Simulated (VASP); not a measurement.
BN: single point with LDA

The system is BN.

```
B N
1.0
     2.57967    0.00000    0.00000
    -1.28984    2.15498    0.00000
     0.00000    0.00000    6.01917
B N
2 2
Cartesian
  0.0000 1.4669 1.5048
  1.2898 0.6881 4.5144
  0.0000 1.3967 4.5144
  1.2898 0.7582 1.5048
```

This cell differs from its parent crystal: normal strain along x +0.0367, normal strain along z -0.0733.

| Property | Result |
| --- | --- |
| Program | VASP 6.6.1 |
| Task | single point |
| Functional | LDA |
| Potentials or basis | VASP PAW LDA potentials, release 64 (B, N) |
| Cutoff | 520 eV |
| k mesh | 12 × 12 × 4 |
| Occupations | gaussian, width 0.05 eV |
| Spin | no spin polarisation |
| Dipole correction | no |
| Further INCAR settings | ALGO = Normal; EDIFF = 1e-07; NBANDS = 16 |

- Pressure: -11.6 GPa
- Largest force: 0.006 eV/Å
- Band gap on the k mesh: 3.78 eV, indirect (least direct gap 3.90 eV)

Forces in eV/Å, atoms in the order of the input:
```
B    0.000 -0.006  0.000
B    0.000  0.006  0.000
N    0.000 -0.004  0.000
N    0.000  0.004  0.000
```

Stress tensor (GPa, compression positive):
```
-31.47   0.00   0.00
  0.00  -6.30   0.00
  0.00   0.00   2.83
```

Levels at points of the mesh, in eV from the valence-band top:
```
           k point  band 6  band 7  band 8  band 9  band 10  band 11
(0.00, 0.00, 0.00)   -1.62   -1.38   -1.28    5.58    10.66    10.76
(0.50, 0.00, 0.00)   -3.93   -2.10   -0.44    3.78     5.75     9.42
(0.00, 0.50, 0.00)   -4.52   -1.84   -0.10    3.80     5.99     8.51
(0.00, 0.00, 0.50)   -1.67   -1.33   -1.33    8.41     8.41    10.81
(0.50, 0.00, 0.50)   -4.01   -1.16   -1.16    4.25     4.25     9.81
(0.00, 0.50, 0.50)   -4.60   -0.90   -0.90    4.44     4.44     8.73
```

Wall time 34 s on 1 thread of AMD EPYC 9R45 96-Core Processor (Zen 5) (shared host), peak memory 0.14 GiB.

Caveat: the cell differs from its parent crystal (normal strain along x +0.0367, normal strain along z -0.0733). A k mesh can miss the band edges.
